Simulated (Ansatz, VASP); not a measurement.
# Two plane-wave programs on BaTe

```
Ba Te
1.0
     0.00000    3.41000    3.41000
     3.41000    0.00000    3.41000
     3.41000    3.41000    0.00000
Ba Te
1 1
Direct
  0.50000 0.50000 0.50000
  0.00000 0.00000 0.00000
```

Alike in both runs: task single point; functional PBE-based screened hybrid with a share of 0.25 of exact exchange and HFSCREEN = 0.15; k mesh 4 × 4 × 4; occupations gaussian, width 0.05 eV; no spin polarisation.

```csv
,VASP,Ansatz
version,VASP 6.6.1,Ansatz 0.2.0
potentials or method,"VASP PAW PBE potentials, release 64 (Ba_sv, Te), cutoff 520 eV","scalar-relativistic, plane waves, PAW"
valence electrons in the cell,16,26
```

Ansatz gave:

| Quantity | Value |
| --- | --- |
| gap on the k mesh at the Fermi level (eV) | 2.24 |
| least direct gap on the mesh (eV) | 2.65 |
| pressure (GPa) | 3.7 |

Q: Which values does VASP return?

A: gap on the k mesh at the Fermi level (eV): 2.18; least direct gap on the mesh (eV): 2.61; pressure (GPa): 4.0.

VASP's potentials were made for PBE, not for PBE-based screened hybrid. With one functional, cell and mesh, what is left measures potentials, basis and numerics. VASP's potentials hold 16 valence electrons a cell and Ansatz's 26, so a difference there can come from the potentials and not from the codes. Ansatz's warnings: stress exchange threshold loose, stress scf threshold loose.

Spin-orbit coupling is off throughout.
